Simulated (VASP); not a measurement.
# NaI (Fm-3m) in VASP: single point with PBE+D3(BJ)

Aim: the single point of NaI with PBE+D3(BJ).

All numbers are computed with VASP 6.6.1; they aren't measurements. Logs are shortened: lines on timing, memory, paths and dates and some standing lists are left out, and cuts for length are marked.

### 1 The cell of the first run

It takes space group Fm-3m (No. 225, cubic). The conventional cell has a = 6.473 Å, b = 6.473 Å, c = 6.473 Å, α = 90.00°, β = 90.00°, γ = 90.00°. Within 4.3 Å of Na (site symmetry m-3m) lie 6 I at 3.24 Å. I (site symmetry m-3m) has 6 Na at 3.24 Å within 4.3 Å.

### 2 Single point, PBE+D3(BJ)

Contents of INCAR:

```
PREC = Accurate ; ENCUT = 500
EDIFF = 1E-6 ; ISMEAR = 0
SIGMA = 0.01 ; LREAL = F
LASPH = T ; NELM = 120
ALGO = Normal ; ISIF = 2
LWAVE = F ; LCHARG = F
GGA = PE ; IVDW = 12
NBANDS = 22 ; GGA_COMPAT = F
```

Contents of KPOINTS:

```
regular mesh
0
Gamma
  4 4 2
```

Contents of POSCAR:

```
NaI
1.0
    0.0000000000      3.2364000000      3.2364000000
    3.2364000000      0.0000000000      3.2364000000
    6.4728000000      6.4728000000      0.0000000000
Na I
2 2
Direct
    0.0000000000      0.0000000000      0.0000000000
    0.0000000000      0.0000000000      0.5000000000
    0.5000000000      0.5000000000      0.2500000000
    0.5000000000      0.5000000000      0.7500000000
```

Potentials or basis: VASP PAW PBE potentials, release 64 (Na_pv, I).

Command:

```sh
$ cat potpaw_PBE.64/Na_pv/POTCAR potpaw_PBE.64/I/POTCAR > POTCAR
$ mpirun -np 1 vasp_std > vasp.out
```

OUTCAR:

```text
PREC = Accurate
   ENCUT = 500
   EDIFF = 1E-6
   ISMEAR = 0
   LREAL = F
   LASPH = T
   NELM = 120
   ISIF = 2
   GGA = PE
   IVDW = 12
 IVDW          = 12

 ion  position               nearest neighbor table
   1  0.000  0.000  0.000-
   2  0.000  0.000  0.500-
   3  0.500  0.500  0.250-
   4  0.500  0.500  0.750-

  LATTYP: Found a trigonal (rhomboedric) cell.
 ALAT       =     7.9275286035
 COS(alpha) =     0.8333333333

  Lattice vectors:

 A1 = (   6.4728000000,   3.2364000000,  -3.2364000000)
 A2 = (   3.2364000000,   3.2364000000,  -6.4728000000)
 A3 = (   3.2364000000,   6.4728000000,  -3.2364000000)

Analysis of symmetry for initial positions (statically):
=====================================================================
 Subroutine PRICEL returns following result:

  LATTYP: Found a face centered cubic cell.
 ALAT       =     6.4728000000

  Lattice vectors:

 A1 = (   0.0000000000,   3.2364000000,   3.2364000000)
 A2 = (   3.2364000000,   0.0000000000,   3.2364000000)
 A3 = (   3.2364000000,   3.2364000000,   0.0000000000)

   2 primitive cells build up your supercell.

 Routine SETGRP: Setting up the symmetry group for a
 trigonal (rhombohedral) supercell.

 Subroutine GETGRP returns: Found 12 space group operations
 (whereof 12 operations were pure point group operations)
 out of a pool of 12 trial point group operations.

The static configuration has the point symmetry D_3d.

Analysis of symmetry for dynamics (positions and initial velocities):
=====================================================================
 Subroutine PRICEL returns following result:

  LATTYP: Found a face centered cubic cell.
 ALAT       =     6.4728000000

  Lattice vectors:

 A1 = (   0.0000000000,   3.2364000000,   3.2364000000)
 A2 = (   3.2364000000,   0.0000000000,   3.2364000000)
 A3 = (   3.2364000000,   3.2364000000,   0.0000000000)

   2 primitive cells build up your supercell.

 Routine SETGRP: Setting up the symmetry group for a
 trigonal (rhombohedral) supercell.

 Subroutine GETGRP returns: Found 12 space group operations
 (whereof 12 operations were pure point group operations)
 out of a pool of 12 trial point group operations.

The dynamic configuration has the point symmetry D_3d.

 Subroutine INISYM returns: Found 12 space group operations
 (whereof 12 operations are pure point group operations),
 and found     2 'primitive' translations

----------------------------------------------------------------------------------------

                                     Primitive cell

  volume of cell :      67.7980

  direct lattice vectors                    reciprocal lattice vectors
     0.000000000  3.236400000  3.236400000    -0.154492646  0.154492646  0.154492646
     3.236400000  0.000000000  3.236400000     0.154492646 -0.154492646  0.154492646
     3.236400000  3.236400000  0.000000000     0.154492646  0.154492646 -0.154492646

  length of vectors
     4.576960773  4.576960773  4.576960773     0.267589113  0.267589113  0.267589113

  position of ions in fractional coordinates (direct lattice)
     0.000000000  0.000000000  0.000000000
     0.500000000  0.500000000  0.500000000

  ion indices of the primitive-cell ions
   primitive index   ion index
                 1           1
                 2           3

----------------------------------------------------------------------------------------

 KPOINTS: regular mesh

Automatic generation of k-mesh.
 Grid dimensions read from file:
 generate k-points for:    4    4    2

 Generating k-lattice:

  Cartesian coordinates                     Fractional coordinates (reciprocal lattice)
    -0.038623162  0.038623162  0.038623162     0.250000000  0.000000000  0.000000000
     0.038623162 -0.038623162  0.038623162     0.000000000  0.250000000  0.000000000
     0.038623162  0.038623162 -0.038623162     0.000000000  0.000000000  0.500000000

  Length of vectors
     0.066897278  0.066897278  0.066897278

  Shift w.r.t. Gamma in fractional coordinates (k-lattice)
     0.000000000  0.000000000  0.000000000

 -----------------------------------------------------------------------------
|                                                                             |
|           W    W    AA    RRRRR   N    N  II  N    N   GGGG   !!!           |
|           W    W   A  A   R    R  NN   N  II  NN   N  G    G  !!!           |
|           W    W  A    A  R    R  N N  N  II  N N  N  G       !!!           |
|           W WW W  AAAAAA  RRRRR   N  N N  II  N  N N  G  GGG   !            |
|           WW  WW  A    A  R   R   N   NN  II  N   NN  G    G                |
|           W    W  A    A  R    R  N    N  II  N    N   GGGG   !!!           |
|                                                                             |
|     Your reciprocal lattice and k-lattice belong to different lattice       |
|     classes:                                                                |
|                                                                             |
|        The reciprocal lattice is rhombohedral (trigonal),                   |
|        whereas your k-lattice is body-centered cubic.                       |
|                                                                             |
|     Results are often still useful ...                                      |
|                                                                             |
 -----------------------------------------------------------------------------

 Subroutine IBZKPT returns following result:
 ===========================================

 Found      8 irreducible k-points:

 Following reciprocal coordinates:
            Coordinates               Weight
  0.000000  0.000000  0.000000      1.000000
  0.250000  0.000000  0.000000      6.000000
  0.500000  0.000000  0.000000      3.000000
  0.250000  0.250000  0.000000      6.000000
  0.500000  0.250000  0.000000      6.000000
 -0.250000  0.250000  0.000000      6.000000
  0.000000  0.000000  0.500000      1.000000
  0.500000  0.000000  0.500000      3.000000
   k-points           NKPTS =      8   k-points in BZ     NKDIM =      8   number of bands    NBANDS=     22
   number of dos      NEDOS =    301   number of ions     NIONS =      4
   total plane-waves  NPLWV =  90720
   dimension x,y,z NGX =    36 NGY =   36 NGZ =   70
   dimension x,y,z NGXF=    72 NGYF=   72 NGZF=  140
   ions per type =               2   2
   NGX,Y,Z   is equivalent  to a cutoff of  13.08, 13.08, 12.71 a.u.
   NGXF,Y,Z  is equivalent  to a cutoff of  26.15, 26.15, 25.43 a.u.
 SYSTEM =  unknown system
   PREC   = accura    normal or accurate (medium, high low for compatibility)
   ISTART =      0    job   : 0-new  1-cont  2-samecut
   ICHARG =      2    charge: 1-file 2-atom 10-const
   ISPIN  =      1    spin polarized calculation?
   LNONCOLLINEAR =      F non collinear calculations
   LSORBIT =      F    spin-orbit coupling
   LASPH  =      T    aspherical Exc in radial PAW
   ENCUT  =  500.0 eV  36.75 Ry    6.06 a.u.   8.34  8.34 16.69*2*pi/ulx,y,z
   NELM   =    120;   NELMIN=  2; NELMDL= -5     # of ELM steps
   EDIFF  = 0.1E-05   stopping-criterion for ELM
   LREAL  =      F    real-space projection
   EDIFFG = 0.1E-04   stopping-criterion for IOM
   NSW    =      0    number of steps for IOM
   IBRION =     -1    ionic relax: 0-MD 1-quasi-New 2-CG
   NFREE  =      0    steps in history (QN), initial steepest desc. (CG)
   ISIF   =      2    stress and relaxation
   ISYM   =      2    0-nonsym 1-usesym 2-fastsym
   POTIM  = 0.5000    time-step for ionic-motion
   TEBEG  =    0.0;   TEEND  =   0.0 temperature during run
   PSTRESS=    0.0 pullay stress
   NELECT =      28.0000    total number of electrons
   NUPDOWN=      -1.0000    fix difference up-down
   EMIN   =  10.00;   EMAX   =-10.00  energy-range for DOS
   EFERMI =   0.00;   METHOD = LEGACY
   ISMEAR =     0;   SIGMA  =   0.01  broadening in eV -4-tet -1-fermi 0-gaus
   EFERMI_NEDOS =   21; number of points for ismear=-14 and -15
   IALGO  =     38    algorithm
   IMIX   =      4    mixing-type and parameters
     AMIX     =   0.40;   BMIX     =  1.00
     AMIX_MAG =   1.60;   BMIX_MAG =  1.00
  volume/ion in A,a.u.               =      33.90       228.76
  Fermi-wavevector in a.u.,A,eV,Ry     =   0.967636  1.828567 12.739397  0.936319
  Thomas-Fermi vector in A             =   2.097538
   LORBIT       =      0    0 simple, 1 ext, 2 COOP (PROOUT), +10 PAW based schemes
   GGA     = PE    functional components
   LHFCALC =     F    Hartree Fock is set to
   AEXX    =    0.0000 exact exchange contribution
   IVDW    =    12    specifies the selected vdW correction
   LEPSILON=     F    determine dielectric tensor
   LRPA    =     F    only Hartree local field effects (RPA)
 non-spin polarized calculation
 Gauss-broadening in eV      SIGMA  =   0.01
  energy-cutoff  :      500.00
  volume of cell :      135.60
 maximum number of plane-waves:      3477
 NGX is ok and might be reduce to    36
   NGX = 17   NGY = 17   NGZ = 33

 number of electron      27.9999997 magnetization

 Free energy of the ion-electron system (eV)
  ---------------------------------------------------
  ext. energy  EPLUGINS =         0.00000000
  ---------------------------------------------------
  free energy    TOTEN  =       -10.75877779 eV

  energy without entropy =      -10.75877779  energy(sigma->0) =      -10.75877779

 E-fermi :   0.8933     XC(G=0):  -7.7023

 val. band max:        0.8116580523   @ k =   0.0000   0.0000   0.0000
 cond. band min:       4.4501857497   @ k =   0.0000   0.0000   0.0000
 fundamental gap:      3.6385276974
 Fermi energy:         0.8933235661

 k-point     1 :       0.0000    0.0000    0.0000
  band No.  band energies     occupation
      1     -21.6413      2.00000
      2     -21.6364      2.00000
      3     -21.6364      2.00000
      4     -21.6361      2.00000
      5     -21.6361      2.00000
      6     -21.6361      2.00000
[... 14 lines left out ...]
     21       8.7387      0.00000
     22       9.5390      0.00000
[... 152 lines left out ...]
  band No.  band energies     occupation
      1     -21.6400      2.00000
      2     -21.6400      2.00000
      3     -21.6377      2.00000
      4     -21.6377      2.00000
      5     -21.6371      2.00000
      6     -21.6371      2.00000
[... 14 lines left out ...]
     21       9.5047      0.00000
     22       9.5047      0.00000

------------------------ aborting loop because EDIFF is reached ----------------------------------------

 Edisp (eV)   -1.01068

 E8    (eV) :    -0.4678

  FORCE on cell =-STRESS in cart. coord.  units (eV):
  Direction    XX          YY          ZZ          XY          YZ          ZX
  --------------------------------------------------------------------------------------
  -------------------------------------------------------------------------------------
  Total      -0.70534    -0.70534    -0.70534     0.00013    -0.00013    -0.00013
  in kB      -8.33420    -8.33420    -8.33420     0.00156    -0.00156    -0.00156
  external pressure =       -8.33 kB  Pullay stress =        0.00 kB

 VOLUME and BASIS-vectors are now :
 -----------------------------------------------------------------------------
  energy-cutoff  :      500.00
  volume of cell :      135.60
      direct lattice vectors                 reciprocal lattice vectors
     0.000000000  3.236400000  3.236400000    -0.154492646  0.154492646  0.154492646
     3.236400000  0.000000000  3.236400000     0.154492646 -0.154492646  0.154492646
     6.472800000  6.472800000  0.000000000     0.077246323  0.077246323 -0.077246323

 POSITION                                       TOTAL-FORCE (eV/Angst)
 -----------------------------------------------------------------------------------
      0.00000      0.00000      0.00000        -0.000000      0.000000     -0.000000
      3.23640      3.23640      0.00000        -0.000000      0.000000     -0.000000
      3.23640      3.23640      3.23640         0.000000      0.000000      0.000000
      6.47280      6.47280      3.23640        -0.000000     -0.000000      0.000000
 -----------------------------------------------------------------------------------
    total drift:                                0.000000      0.000000      0.000000

  FREE ENERGIE OF THE ION-ELECTRON SYSTEM (eV)
  ---------------------------------------------------
  free  energy   TOTEN  =       -11.7694617586 eV

  energy  without entropy=      -11.7694617586  energy(sigma->0) =      -11.76946176
```

Run time: 30 s. Hardware: 1 thread of Intel Xeon Platinum 8259CL at 2.50GHz (Skylake/Cascade Lake), shared host; peak memory 0.27 GiB.

Results:

```yaml
Free_energy: -11.7695 eV
Pressure: -0.8 GPa
Band_gap_on_the_k_mesh: 3.64 eV
Dispersion_energy_per_atom: -0.253 eV
```

Caveat: the k points lie up to 0.42 Å⁻¹ apart; three body term missing; spin-orbit coupling is left out, which moves the levels of the heavy elements. A hybrid or GW would open this gap; PBE tends to underestimate it.
